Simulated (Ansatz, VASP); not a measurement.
Given: the input of a run of VASP 6.6.1 on Ti3Al.

Contents of INCAR:

```
PREC     = Accurate       # precision mode
ENCUT    = 520            # plane-wave cutoff, eV
EDIFF    = 1E-6           # SCF threshold, eV
ISMEAR   = -1             # smearing method
SIGMA    = 0.05           # smearing width, eV
LREAL    = False          # projectors in reciprocal space
LASPH    = True           # aspherical terms in the spheres
NELM     = 60             # most SCF steps
ALGO     = Normal         # electronic algorithm
ISIF     = 2              # what is computed and relaxed
LWAVE    = False          # write WAVECAR
LCHARG   = False          # write CHGCAR
GGA      = PS             # functional
NBANDS   = 28             # bands
```

KPOINTS

```
regular mesh
0
Gamma
  10 10 3
```

POSCAR

```
Ti3Al
1.0
    2.9078936965      0.0000000000      0.0000000000
   -1.4539468482      2.5183098127      0.0000000000
    0.0000000000      0.0000000000      9.1644382416
Ti Al
3 1
Direct
    0.3333333333      0.6666666667      0.2494060000
    0.3333333333      0.6666666667      0.7505940000
    0.6666666667      0.3333333333      0.0000000000
    0.6666666667      0.3333333333      0.5000000000
```

Potentials or basis: VASP PAW PBE potentials, release 64 (Ti_sv, Al).

Launch:

```bash
$ cat potpaw_PBE.64/Ti_sv/POTCAR potpaw_PBE.64/Al/POTCAR > POTCAR
$ mpirun -np 1 vasp_std > vasp.out
```

Question: Set up the same calculation for Ansatz 0.2.0. Potentials there: all-electron LAPW, scalar-relativistic.

Answer: As run (the cutoff follows the program's own potentials):

File input.yaml:

```yaml
crystal:
  lattice:
    - [2.9078936965, 0.0, 0.0]
    - [-1.4539468482, 2.5183098127, 0.0]
    - [0.0, 0.0, 9.1644382416]
  atoms:
    - { symbol: Ti, position: [0.3333333333, 0.6666666667, 0.249406] }
    - { symbol: Ti, position: [0.3333333333, 0.6666666667, 0.750594] }
    - { symbol: Ti, position: [0.6666666667, 0.3333333333, 0.0] }
    - { symbol: Al, position: [0.6666666667, 0.3333333333, 0.5] }
kpoints:
  mp_grid: { grid: [10, 10, 3] }
scf:
  occupations: { method: fermi_dirac, width: 0.05 }
hamiltonian:
  xc: pbesol
  pseudopotentials: { kind: all_electron, lapw: { basis_error: 0.001 } }
output:
  forces: true
  stress: true
  eigenvalues: true
```

Potentials or basis: all-electron LAPW, scalar-relativistic.

Launch:

```sh
$ ansatz run input.yaml --threads 2 --pin off --max-ram 8192MiB --backend cpu --events-out ev --progress --plain --runs-dir out
```

Both were run:

|  | VASP | Ansatz | Ansatz less VASP |
| --- | --- | --- | --- |
| gap on the k mesh at the Fermi level (eV) | none | none | - |
| pressure (GPa) | -1.4 | -1.3 | +0.15 |
| traceless stress, the component that is largest in VASP (GPa) | 0.27 | 0.24 | -0.036 |
| rms of the force components (eV/Å) | 0.033 | 0.028 | -0.0052 |

VASP's potentials were made for PBE, not for PBEsol. Atom by atom the forces differ by 0.005 eV/Å (rms over components). A gap of «none» marks a metal or a gap that the smearing closes. Ansatz ran all-electron here, and VASP with PAW potentials.
